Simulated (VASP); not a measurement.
**AlCo (CsCl type): relaxation of cell and atoms with PBE**

Crystal: AlCo (CsCl type).

```
Co Al
1.0
     2.88557    0.00000    0.00000
     0.00000    2.88557    0.00000
     0.00000    0.00000    2.88557
Co Al
1 1
Direct
  0.00000 0.00000 0.00000
  0.50000 0.50000 0.50000
```

```
Program                : VASP 6.6.1
Task                   : relaxation of cell and atoms
Functional             : PBE
Potentials or basis    : VASP PAW PBE potentials, release 64 (Co, Al)
Cutoff                 : 600 eV
k mesh                 : 14 × 14 × 14
Occupations            : fermi-dirac, width 0.1 eV
Spin                   : no spin polarisation
Target pressure        : 10 GPa
Dipole correction      : no
Further INCAR settings : ALGO = Normal; EDIFF = 1e-06; IBRION = 2; EDIFFG = -0.005; NSW = 60; ISIF = 3
```

```
Relaxed volume                                         : 11.03 Å³/atom
Relaxed cell                                           : a = 2.805 Å, b = 2.805 Å, c = 2.805 Å, α = 90.00°, β = 90.00°, γ = 90.00°
Space group after relaxing (to 0.05 Å)                 : Pm-3m (No. 221)
Energy change on relaxing (the enthalpy is what falls) : +9.3 meV/atom
Ionic steps                                            : 6
Pressure after relaxing                                : 10.0 GPa
Band gap on the k mesh                                 : zero (band 6 reaches 13.62 eV, above the bottom of band 7 at 10.98 eV)
```

The path:
| step | energy change (eV) | largest force (eV/Å) | pressure (GPa) | volume (Å³) |
| --- | --- | --- | --- | --- |
| 1 | 0.0000 | 0.0000 | -5.69 | 24.03 |
| 2 | 0.2678 | 0.0000 | 33.82 | 20.16 |
| 3 | 0.0168 | 0.0000 | 9.78 | 22.09 |
| 4 | 0.0191 | 0.0000 | 10.10 | 22.06 |
| 5 | 0.0178 | 0.0000 | 9.87 | 22.08 |
| 6 | 0.0185 | 0.0000 | 10.00 | 22.06 |

Final structure:
```
CELL_PARAMETERS angstrom
2.80477 0.00000 0.00000
0.00000 2.80477 0.00000
0.00000 0.00000 2.80477
ATOMIC_POSITIONS crystal
Co 0.00000 0.00000 0.00000
Al 0.50000 0.50000 0.50000
```

Levels at points of the mesh, in eV from the Fermi level:
| k point | band 4 | band 5 | band 6 | band 7 | band 8 | band 9 |
| --- | --- | --- | --- | --- | --- | --- |
| (0.00, 0.00, 0.00) | -0.86 | -0.86 | -0.86 | 6.25 | 6.25 | 6.25 |
| (0.50, 0.00, 0.00) | -1.79 | -1.79 | -0.74 | 0.24 | 8.50 | 10.93 |
| (0.50, 0.50, 0.00) | -2.74 | -1.58 | -1.58 | -0.21 | 2.61 | 3.78 |
| (0.50, 0.50, 0.50) | -0.17 | -0.17 | 2.43 | 2.43 | 2.43 | 4.61 |

It took 56 s on 1 thread of AMD EPYC 9R45 96-Core Processor (Zen 5) (shared host), peak memory 0.15 GiB.

Caveat: the cell is relaxed towards a set pressure, so the enthalpy falls and the energy may rise. Spin polarisation is off, so any magnetic state and its effect on volume and gap are missing.
